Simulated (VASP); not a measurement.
Write the native input for VASP 6.6.1 that does the following.

| Property | Result |
| --- | --- |
| Task | relaxation of cell and atoms |
| Functional | PBE |
| Potentials or basis | VASP PAW PBE potentials, release 64 (Cd, S) |
| Cutoff | 600 eV |
| k mesh | 6 × 6 × 4 |
| Occupations | gaussian, width 0.2 eV |
| Spin | no spin polarisation |
| Dipole correction | no |
| Further INCAR settings | ALGO = Normal; EDIFF = 1e-06; IBRION = 2; EDIFFG = -0.08; NSW = 36; ISIF = 3 |

The structure of Cd2S lies in POSCAR:

```
Cd2S
1.0
    4.0000000000      0.0000000000      0.0000000000
   -2.0000000000      3.4641016200      0.0000000000
    0.0000000000      0.0000000000      4.9000000000
Cd S
2 1
Direct
    0.6666666700      0.3333333300      0.7100000000
    0.3333333300      0.6666666700      0.2900000000
    0.0000000000      0.0000000000      0.0000000000
```

These files were run (other wordings do the same):

INCAR

```
PREC = Accurate
ENCUT = 600
EDIFF = 1E-6
ISMEAR = 0
SIGMA = 0.2
LREAL = False
LASPH = True
NELM = 60
ALGO = Normal
ISIF = 3
LWAVE = False
LCHARG = False
GGA = PE
IBRION = 2
NSW = 36
EDIFFG = -0.08
```

KPOINTS

```
Automatic mesh
0
Gamma
  6 6 4
```

Potentials or basis: VASP PAW PBE potentials, release 64 (Cd, S).

Launch:

```sh
$ cat potpaw_PBE.64/Cd/POTCAR potpaw_PBE.64/S/POTCAR > POTCAR
$ mpirun -np 1 vasp_std > vasp.out
```

Results of the run:

* Relaxed volume: 22.56 Å³/atom
* Relaxed cell: a = 3.817 Å, b = 3.817 Å, c = 5.362 Å, α = 90.00°, β = 90.00°, γ = 120.00°
* Space group after relaxing (to 0.1 Å): P-3m1 (No. 164)
* Energy gained by relaxing: 53.4 meV/atom
* Ionic steps: 7
* Pressure after relaxing: 0.2 GPa
* Largest force after relaxing: 0.053 eV/Å
* Band gap on the k mesh: zero (bands 15 and 16 overlap by 2.20 eV)

Caveat: the relaxation stopped at a loose force limit of 0.08 eV/Å, so its end isn't a converged minimum.

Wall time 52 s on 1 thread of Intel(R) Xeon(R) 6975P-C (Granite Rapids), on a shared host, peak memory 0.22 GiB.
